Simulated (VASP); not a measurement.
# Zn (R-3m) in VASP: notebook

Zn is run at these levels: LDA; tasks: single point.

All numbers are computed with VASP 6.6.1; they aren't measurements. Logs are shortened: lines on timing, memory, paths and dates and some standing lists are left out, and cuts for length are marked.

## (1) The cell of the first run

Symmetry: R-3m, No. 166, trigonal system. The conventional cell has a = 4.090 Å, b = 4.090 Å, c = 3.054 Å, α = 90.00°, β = 90.00°, γ = 120.00°. Within 3.4 Å of Zn (site symmetry -3m) lie 14 Zn at 2.57 to 3.12 Å.

## (2) Single point, LDA

Input file INCAR:

```
SYSTEM = Zn
ALGO     = Fast           ! electronic algorithm
EDIFF    = 1E-6           ! SCF threshold, eV
ENCUT    = 520            ! plane-wave cutoff, eV
ISIF     = 2              ! what is computed and relaxed
ISMEAR   = 0              ! smearing method
LASPH    = .TRUE.         ! aspherical terms in the spheres
LCHARG   = .FALSE.        ! write CHGCAR
LREAL    = .FALSE.        ! projectors in reciprocal space
LWAVE    = .FALSE.        ! write WAVECAR
NBANDS   = 12             ! bands
NELM     = 100            ! most SCF steps
PREC     = Accurate       ! precision mode
SIGMA    = 0.15           ! smearing width, eV
```

Input file KPOINTS:

```
k-points
0
G
  22 22 22
  0 0 0
```

Input file POSCAR:

```
Zn
1.0
   -1.3401810168      1.5516718569      1.5516718569
    1.5516718569     -1.3401810168      1.5516718569
    1.5516718569      1.5516718569     -1.3401810168
Zn
1
Direct
    0.0000000000      0.0000000000      0.0000000000
```

Potentials or basis: VASP PAW LDA potentials, release 64 (Zn).

The run is started by

```console
$ cat potpaw_LDA.64/Zn/POTCAR > POTCAR
$ mpirun -np 1 vasp_std > vasp.out
```

OUTCAR:

```text
SYSTEM = Zn
   EDIFF = 1E-6
   ENCUT = 520
   ISIF = 2
   ISMEAR = 0
   LASPH = .TRUE.
   LREAL = .FALSE.
   NELM = 100
   PREC = Accurate

 ion  position               nearest neighbor table
   1  0.000  0.000  0.000-

  LATTYP: Found a trigonal (rhomboedric) cell.
 ALAT       =     2.5712752207
 COS(alpha) =    -0.2648972803

  Lattice vectors:

 A1 = (  -1.3401810168,   1.5516718569,   1.5516718569)
 A2 = (   1.5516718569,  -1.3401810168,   1.5516718569)
 A3 = (   1.5516718569,   1.5516718569,  -1.3401810168)

Analysis of symmetry for initial positions (statically):
=====================================================================
 Subroutine PRICEL returns:
 Original cell was already a primitive cell.

 Routine SETGRP: Setting up the symmetry group for a
 trigonal (rhombohedral) supercell.

 Subroutine GETGRP returns: Found 12 space group operations
 (whereof 12 operations were pure point group operations)
 out of a pool of 12 trial point group operations.

The static configuration has the point symmetry D_3d.

Analysis of symmetry for dynamics (positions and initial velocities):
=====================================================================
 Subroutine PRICEL returns:
 Original cell was already a primitive cell.

 Routine SETGRP: Setting up the symmetry group for a
 trigonal (rhombohedral) supercell.

 Subroutine GETGRP returns: Found 12 space group operations
 (whereof 12 operations were pure point group operations)
 out of a pool of 12 trial point group operations.

The dynamic configuration has the point symmetry D_3d.

 Subroutine INISYM returns: Found 12 space group operations
 (whereof 12 operations are pure point group operations),
 and found     1 'primitive' translations

----------------------------------------------------------------------------------------

                                     Primitive cell

  volume of cell :      14.7450

  direct lattice vectors                    reciprocal lattice vectors
    -1.340181017  1.551671857  1.551671857    -0.041478494  0.304320564  0.304320564
     1.551671857 -1.340181017  1.551671857     0.304320564 -0.041478494  0.304320564
     1.551671857  1.551671857 -1.340181017     0.304320564  0.304320564 -0.041478494

  length of vectors
     2.571275221  2.571275221  2.571275221     0.432368451  0.432368451  0.432368451

  position of ions in fractional coordinates (direct lattice)
     0.000000000  0.000000000  0.000000000

  ion indices of the primitive-cell ions
   primitive index   ion index
                 1           1

----------------------------------------------------------------------------------------

 KPOINTS: k-points

Automatic generation of k-mesh.
 Grid dimensions read from file:
 generate k-points for:   22   22   22

 Generating k-lattice:

  Cartesian coordinates                     Fractional coordinates (reciprocal lattice)
    -0.001885386  0.013832753  0.013832753     0.045454545 -0.000000000 -0.000000000
     0.013832753 -0.001885386  0.013832753    -0.000000000  0.045454545 -0.000000000
     0.013832753  0.013832753 -0.001885386    -0.000000000 -0.000000000  0.045454545

  Length of vectors
     0.019653111  0.019653111  0.019653111

  Shift w.r.t. Gamma in fractional coordinates (k-lattice)
     0.000000000  0.000000000  0.000000000

 Subroutine IBZKPT returns following result:
 ===========================================

 Found   1024 irreducible k-points:

 Following reciprocal coordinates:
            Coordinates               Weight
  0.000000  0.000000  0.000000      1.000000
  0.045455  0.000000  0.000000      6.000000
  0.090909  0.000000  0.000000      6.000000
  0.136364  0.000000  0.000000      6.000000
  0.181818  0.000000  0.000000      6.000000
  0.227273  0.000000  0.000000      6.000000
[... 16 lines left out ...]
  0.500000  0.045455  0.000000     12.000000
 -0.454545  0.045455  0.000000     12.000000
 [... further k-points ...]
   k-points           NKPTS =   1024   k-points in BZ     NKDIM =   1024   number of bands    NBANDS=     12
   number of dos      NEDOS =    301   number of ions     NIONS =      1
   total plane-waves  NPLWV =   8000
   dimension x,y,z NGX =    20 NGY =   20 NGZ =   20
   dimension x,y,z NGXF=    40 NGYF=   40 NGZF=   40
   ions per type =               1
   NGX,Y,Z   is equivalent  to a cutoff of  12.93, 12.93, 12.93 a.u.
   NGXF,Y,Z  is equivalent  to a cutoff of  25.86, 25.86, 25.86 a.u.
 SYSTEM =  Zn
   PREC   = accura    normal or accurate (medium, high low for compatibility)
   ISTART =      0    job   : 0-new  1-cont  2-samecut
   ICHARG =      2    charge: 1-file 2-atom 10-const
   ISPIN  =      1    spin polarized calculation?
   LNONCOLLINEAR =      F non collinear calculations
   LSORBIT =      F    spin-orbit coupling
   LASPH  =      T    aspherical Exc in radial PAW
   ENCUT  =  520.0 eV  38.22 Ry    6.18 a.u.   4.78  4.78  4.78*2*pi/ulx,y,z
   NELM   =    100;   NELMIN=  2; NELMDL= -5     # of ELM steps
   EDIFF  = 0.1E-05   stopping-criterion for ELM
   LREAL  =      F    real-space projection
   EDIFFG = 0.1E-04   stopping-criterion for IOM
   NSW    =      0    number of steps for IOM
   IBRION =     -1    ionic relax: 0-MD 1-quasi-New 2-CG
   NFREE  =      0    steps in history (QN), initial steepest desc. (CG)
   ISIF   =      2    stress and relaxation
   ISYM   =      2    0-nonsym 1-usesym 2-fastsym
   POTIM  = 0.5000    time-step for ionic-motion
   TEBEG  =    0.0;   TEEND  =   0.0 temperature during run
   PSTRESS=    0.0 pullay stress
   NELECT =      12.0000    total number of electrons
   NUPDOWN=      -1.0000    fix difference up-down
   EMIN   =  10.00;   EMAX   =-10.00  energy-range for DOS
   EFERMI =   0.00;   METHOD = LEGACY
   ISMEAR =     0;   SIGMA  =   0.15  broadening in eV -4-tet -1-fermi 0-gaus
   EFERMI_NEDOS =   21; number of points for ismear=-14 and -15
   IALGO  =     68    algorithm
   IMIX   =      4    mixing-type and parameters
     AMIX     =   0.40;   BMIX     =  1.00
     AMIX_MAG =   1.60;   BMIX_MAG =  1.00
  volume/ion in A,a.u.               =      14.74        99.50
  Fermi-wavevector in a.u.,A,eV,Ry     =   1.528459  2.888368 31.785732  2.336185
  Thomas-Fermi vector in A             =   2.636214
   LORBIT       =      0    0 simple, 1 ext, 2 COOP (PROOUT), +10 PAW based schemes
   GGA     = CA    functional components
   LHFCALC =     F    Hartree Fock is set to
   AEXX    =    0.0000 exact exchange contribution
   IVDW    =     0    specifies the selected vdW correction
   LEPSILON=     F    determine dielectric tensor
   LRPA    =     F    only Hartree local field effects (RPA)
 non-spin polarized calculation
 RMM-DIIS sequential band-by-band and
 Gauss-broadening in eV      SIGMA  =   0.15
  energy-cutoff  :      520.00
  volume of cell :       14.74
 maximum number of plane-waves:       409
   NGX =  9   NGY =  9   NGZ =  9

 number of electron      11.9999998 magnetization

 Free energy of the ion-electron system (eV)
  ---------------------------------------------------
  ext. energy  EPLUGINS =         0.00000000
  ---------------------------------------------------
  free energy    TOTEN  =        -1.75072258 eV

  energy without entropy =       -1.74684901  energy(sigma->0) =       -1.74878579

 E-fermi :   3.0487     XC(G=0): -12.0443

 val. band max:        3.0347650088   @ k =  -0.4545   0.5000   0.2273
 cond. band min:       3.0529879685   @ k =   0.3636   0.3636   0.0455
 fundamental gap:      0.0182229598
 Fermi energy:         3.0486979152

 k-point     1 :       0.0000    0.0000    0.0000
  band No.  band energies     occupation
      1      -7.5376      2.00000
      2      -5.1206      2.00000
      3      -5.1206      2.00000
      4      -4.4308      2.00000
      5      -4.1897      2.00000
      6      -4.1897      2.00000
      7      19.3306      0.00000
      8      20.3186      0.00000
      9      20.3186      0.00000
     10      22.9932      0.00000
     11      22.9932      0.00000
     12      25.5433      0.00000

 k-point     2 :       0.0455    0.0000    0.0000
  band No.  band energies     occupation
      1      -7.4782      2.00000
      2      -5.1227      2.00000
      3      -5.1116      2.00000
      4      -4.4278      2.00000
      5      -4.1926      2.00000
      6      -4.1914      2.00000
      7      18.6175      0.00000
      8      19.6755      0.00000
      9      20.1103      0.00000
     10      23.3024      0.00000
     11      24.0508      0.00000
     12      25.8468      0.00000

 k-point     3 :       0.0909    0.0000    0.0000
  band No.  band energies     occupation
      1      -7.3019      2.00000
      2      -5.1294      2.00000
      3      -5.0846      2.00000
      4      -4.4183      2.00000
      5      -4.2001      2.00000
      6      -4.1959      2.00000
      7      16.6783      0.00000
      8      19.2701      0.00000
      9      19.6602      0.00000
     10      24.0462      0.00000
     11      25.1619      0.00000
     12      26.2593      0.00000
[... 286 lines left out ...]
 k-point    23 :       0.5000    0.0455    0.0000
  band No.  band energies     occupation
      1      -5.5546      2.00000
      2      -5.2748      2.00000
      3      -4.2226      2.00000
      4      -4.2087      2.00000
      5      -4.0670      2.00000
      6      -0.2674      2.00000
      7       1.2830      2.00000
      8      15.9094      0.00000
      9      17.0540      0.00000
     10      20.6569      0.00000
     11      22.5145      0.00000
     12      34.2504      0.00000

 k-point    24 :      -0.4545    0.0455    0.0000
  band No.  band energies     occupation
      1      -5.5503      2.00000
      2      -5.2655      2.00000
      3      -4.2359      2.00000
      4      -4.2083      2.00000
      5      -4.0914      2.00000
      6      -1.2944      2.00000
      7       2.5180      2.00000
      8      16.2300      0.00000
      9      17.2806      0.00000
     10      20.5895      0.00000
     11      22.3856      0.00000
     12      33.1753      0.00000

 [... further k-points ...]
[... 5 lines left out ...]
  --------------------------------------------------------------------------------------
  -------------------------------------------------------------------------------------
  Total       -0.2414471     -0.2414471     -0.2414471     -0.1371113     -0.1371113     -0.1371113
  in kB      -26.2354095    -26.2354095    -26.2354095    -14.8983847    -14.8983847    -14.8983847
  external PRESSURE =     -26.2354095 kB  Pullay stress =       0.0000000 kB

 VOLUME and BASIS-vectors are now :
 -----------------------------------------------------------------------------
  energy-cutoff  :      520.00
  volume of cell :       14.74
      direct lattice vectors                 reciprocal lattice vectors
    -1.340181017  1.551671857  1.551671857    -0.041478494  0.304320564  0.304320564
     1.551671857 -1.340181017  1.551671857     0.304320564 -0.041478494  0.304320564
     1.551671857  1.551671857 -1.340181017     0.304320564  0.304320564 -0.041478494

 POSITION                                       TOTAL-FORCE (eV/Angst)
 -----------------------------------------------------------------------------------
      0.00000      0.00000      0.00000         0.000000      0.000000     -0.000000
 -----------------------------------------------------------------------------------
    total drift:                                0.000000     -0.000000      0.000000

  FREE ENERGIE OF THE ION-ELECTRON SYSTEM (eV)
  ---------------------------------------------------
  free  energy   TOTEN  =        -1.7507225762 eV

  energy  without entropy=       -1.7468490074  energy(sigma->0) =       -1.74878579
```

It took 49 s on 1 thread of Intel Xeon 6975P-C (Granite Rapids), shared host; peak memory 0.27 GiB.

Results:

| Quantity | Value |
| --- | --- |
| Free energy | -1.7507 eV |
| Pressure | -2.6 GPa |
| Band gap on the k mesh | zero (band 6 reaches 7.15 eV, above the bottom of band 7 at 1.09 eV) |

Stress tensor (GPa, compression positive):
```
-2.62 -1.49 -1.49
-1.49 -2.62 -1.49
-1.49 -1.49 -2.62
```

Levels at points of the mesh, in eV from the Fermi level:
```csv
k point,band 4,band 5,band 6,band 7,band 8,band 9
"(0.00, 0.00, 0.00)",-7.48,-7.24,-7.24,16.28,17.27,17.27
"(0.50, 0.00, 0.00)",-7.25,-7.09,-3.25,-1.96,13.40,14.28
"(0.50, 0.50, 0.00)",-7.33,-6.84,-1.85,0.66,7.65,12.18
"(0.50, 0.50, 0.50)",-6.88,-6.88,4.10,4.10,5.63,8.40
```

## (3) Single point, LDA

This run uses another cell than the first one, of the same volume but with other edges.

Input file INCAR:

```
SYSTEM = Zn
ALGO = Fast
EDIFF = 1E-6
ENCUT = 520
ISIF = 2
ISMEAR = 0
LASPH = .True.
LCHARG = .False.
LREAL = .False.
LWAVE = .False.
NBANDS = 12
NELM = 100
PREC = Accurate
SIGMA = 0.15
```

Input file KPOINTS:

```
k-points
0
Gamma
  22 22 22
  0 0 0
```

Input file POSCAR:

```
Zn
1.0
   -0.9234233149      1.6102056815      1.6102056815
    1.6102056815     -0.9234233149      1.6102056815
    1.6102056815      1.6102056815     -0.9234233149
Zn
1
Direct
    0.0000000000      0.0000000000      0.0000000000
```

Potentials or basis: VASP PAW LDA potentials, release 64 (Zn).

The run is started by

```console
$ cat potpaw_LDA.64/Zn/POTCAR > POTCAR
$ mpirun -np 1 vasp_std > vasp.out
```

Run time: 40 s. Hardware: 1 thread of Intel Xeon 6975P-C (Granite Rapids), shared host; peak memory 0.26 GiB.

It converged, with:

```
Free energy            : -1.5651 eV
Pressure               : 7.6 GPa
Band gap on the k mesh : zero (band 6 reaches 8.48 eV, above the bottom of band 7 at 0.17 eV)
```

Stress tensor (GPa, compression positive):
```
 7.57 -1.45 -1.45
-1.45  7.57 -1.45
-1.45 -1.45  7.57
```

Levels at points of the mesh, in eV from the Fermi level:
| k point | band 4 | band 5 | band 6 | band 7 | band 8 | band 9 |
| --- | --- | --- | --- | --- | --- | --- |
| (0.00, 0.00, 0.00) | -7.03 | -6.99 | -6.99 | 13.95 | 14.16 | 14.16 |
| (0.50, 0.00, 0.00) | -7.45 | -6.96 | -3.61 | -2.70 | 18.64 | 18.69 |
| (0.50, 0.50, 0.00) | -7.35 | -6.62 | 0.61 | 2.19 | 3.59 | 7.08 |
| (0.50, 0.50, 0.50) | -6.60 | -6.60 | 5.61 | 5.61 | 7.47 | 11.23 |

## (4) Single point, LDA

This run uses another cell than the first one, of the same volume but with other edges.

Input file INCAR:

```
SYSTEM = Zn
  PREC = Accurate
  ENCUT = 520
  EDIFF = 1E-6
  ISMEAR = 0
  SIGMA = 0.15
  LREAL = .False.
  LASPH = .True.
  NELM = 100
  ALGO = Fast
  ISIF = 2
  LWAVE = .False.
  LCHARG = .False.
  NBANDS = 12
```

Input file KPOINTS:

```
regular mesh
0
Gamma
  22 22 22
  0 0 0
```

Input file POSCAR:

```
Zn
1.0
   -1.7493022949      1.5513718676      1.5513718676
    1.5513718676     -1.7493022949      1.5513718676
    1.5513718676      1.5513718676     -1.7493022949
Zn
1
Direct
    0.0000000000      0.0000000000      0.0000000000
```

The run is started by

```console
$ cat potpaw_LDA.64/Zn/POTCAR > POTCAR
$ mpirun -np 1 vasp_std > vasp.out
```

It took 54 s on 1 thread of Intel Xeon 6975P-C (Granite Rapids), shared host; peak memory 0.27 GiB.

It converged, with:

```
Free energy            : -1.7000 eV
Pressure               : 0.2 GPa
Band gap on the k mesh : zero (band 6 reaches 6.53 eV, above the bottom of band 7 at 0.87 eV)
```

Stress tensor (GPa, compression positive):
```
0.23 6.53 6.53
6.53 0.23 6.53
6.53 6.53 0.23
```

Levels at points of the mesh, in eV from the Fermi level:
```csv
k point,band 3,band 4,band 5,band 6,band 7,band 8,band 9,band 10
"(0.00, 0.00, 0.00)",-7.68,-7.68,-7.09,-7.09,15.69,15.69,18.47,19.76
"(0.50, 0.00, 0.00)",-7.38,-7.30,-6.77,-1.68,1.02,10.81,12.79,15.46
"(0.50, 0.50, 0.00)",-7.11,-7.07,-6.93,-3.22,-2.09,9.46,13.85,18.75
"(0.50, 0.50, 0.50)",-7.12,-7.12,-6.63,3.57,5.33,5.33,8.54,9.37
```

## (5) Single point, LDA

This run uses another cell than the first one, of 13.29 Å³/atom, 0.901 times its volume.

Input file INCAR:

```
SYSTEM = Zn
ALGO     = Fast           ! electronic algorithm
EDIFF    = 1E-6           ! SCF threshold, eV
ENCUT    = 520            ! plane-wave cutoff, eV
GGA      = CA             ! functional
ISIF     = 2              ! what is computed and relaxed
ISMEAR   = 0              ! smearing method
LASPH    = .True.         ! aspherical terms in the spheres
LCHARG   = .False.        ! write CHGCAR
LREAL    = .False.        ! projectors in reciprocal space
LWAVE    = .False.        ! write WAVECAR
NBANDS   = 12             ! bands
NELM     = 100            ! most SCF steps
PREC     = Accurate       ! precision mode
SIGMA    = 0.15           ! smearing width, eV
```

Input file KPOINTS:

```
k-points
0
Gamma
  22 22 22
  0 0 0
```

Input file POSCAR:

```
Zn
1.0
   -1.2945315423      1.4988185454      1.4988185454
    1.4988185454     -1.2945315423      1.4988185454
    1.4988185454      1.4988185454     -1.2945315423
Zn
1
Direct
    0.0000000000      0.0000000000      0.0000000000
```

The run is started by

```console
$ cat potpaw_LDA.64/Zn/POTCAR > POTCAR
$ mpirun -np 1 vasp_std > vasp.out
```

It took 75 s on 1 thread of Intel Xeon Platinum 8488C (Sapphire Rapids), shared host; peak memory 0.25 GiB.

It converged, with:

```
Free energy            : -1.7323 eV
Pressure               : 7.8 GPa
Band gap on the k mesh : zero (band 6 reaches 8.20 eV, above the bottom of band 7 at 2.08 eV)
```

Stress tensor (GPa, compression positive):
```
 7.78 -3.57 -3.57
-3.57  7.78 -3.57
-3.57 -3.57  7.78
```

Levels at points of the mesh, in eV from the Fermi level:
```csv
k point,band 4,band 5,band 6,band 7,band 8,band 9
"(0.00, 0.00, 0.00)",-7.76,-7.47,-7.47,17.75,18.33,18.33
"(0.50, 0.00, 0.00)",-7.48,-7.29,-3.79,-1.82,14.42,15.11
"(0.50, 0.50, 0.00)",-7.57,-6.99,-2.23,0.96,8.13,13.00
"(0.50, 0.50, 0.50)",-7.04,-7.04,4.31,4.31,5.82,9.68
```

## (6) Single point, LDA

This run uses another cell than the first one, of 13.29 Å³/atom, 0.901 times its volume.

Input file INCAR:

```
  ALGO = Fast
  EDIFF = 1E-7
  ENCUT = 520
  GGA = CA
  ISIF = 2
  ISMEAR = 0
  LASPH = True
  LCHARG = True
  LELF = True
  LREAL = False
  LVHAR = True
  LWAVE = False
  NBANDS = 12
  NELM = 60
  PREC = Accurate
  SIGMA = 0.15
```

Input file KPOINTS:

```
k-points
0
Gamma
  22 22 22
```

Input file POSCAR:

```
Zn
1.0
   -0.8919695124      1.5553585809      1.5553585809
    1.5553585809     -0.8919695124      1.5553585809
    1.5553585809      1.5553585809     -0.8919695124
Zn
1
Direct
    0.0000000000      0.0000000000      0.0000000000
```

Potentials or basis: VASP PAW LDA potentials, release 64 (Zn).

The run is started by

```console
$ cat potpaw_LDA.64/Zn/POTCAR > POTCAR
$ mpirun -np 1 vasp_std > vasp.out
```

Run time: 96 s. Hardware: 1 thread of Intel Xeon Platinum 8488C (Sapphire Rapids), shared host; peak memory 0.25 GiB.

It converged, with:

- Free energy: -1.4372 eV
- Pressure: 22.1 GPa
- Band gap on the k mesh: zero (band 6 reaches 9.72 eV, above the bottom of band 7 at 1.12 eV)

Stress tensor (GPa, compression positive):
```
22.09 -2.34 -2.34
-2.34 22.09 -2.34
-2.34 -2.34 22.09
```

Levels at points of the mesh, in eV from the Fermi level:
```
           k point  band 4  band 5  band 6  band 7  band 8  band 9
(0.00, 0.00, 0.00)   -7.22   -7.18   -7.18   14.96   15.10   15.10
(0.50, 0.00, 0.00)   -7.73   -7.14   -4.17   -2.59   19.98   20.09
(0.50, 0.50, 0.00)   -7.61   -6.74    0.47    2.19    4.29    7.39
(0.50, 0.50, 0.50)   -6.71   -6.71    6.01    6.01    7.98   11.79
```

## (7) Overview

```tsv
cell	further INCAR settings	gap on the mesh (eV)	pressure (GPa)
a = 2.571 Å, angles 105.4°, 1 atom	ALGO = Fast; EDIFF = 1e-06; NBANDS = 12	none	-2.6
a = 2.457 Å, angles 93.6°, 1 atom	ALGO = Fast; EDIFF = 1e-06; NBANDS = 12	none	7.6
a = 2.806 Å, angles 112.6°, 1 atom	ALGO = Fast; EDIFF = 1e-06; NBANDS = 12	none	0.2
a = 2.484 Å, angles 105.4°, 1 atom	ALGO = Fast; EDIFF = 1e-06; NBANDS = 12	none	7.8
a = 2.374 Å, angles 93.6°, 1 atom	ALGO = Fast; EDIFF = 1e-07; NBANDS = 12	none	22.1
```

Alike in all rows: task single point; level LDA; potentials or basis VASP PAW LDA potentials, release 64 (Zn); no spin polarisation; k mesh 22 × 22 × 22; cutoff (eV) 520; smearing gaussian 0.15 eV.

Total energies depend on the potentials used, so only differences within one code and one set of settings carry meaning.
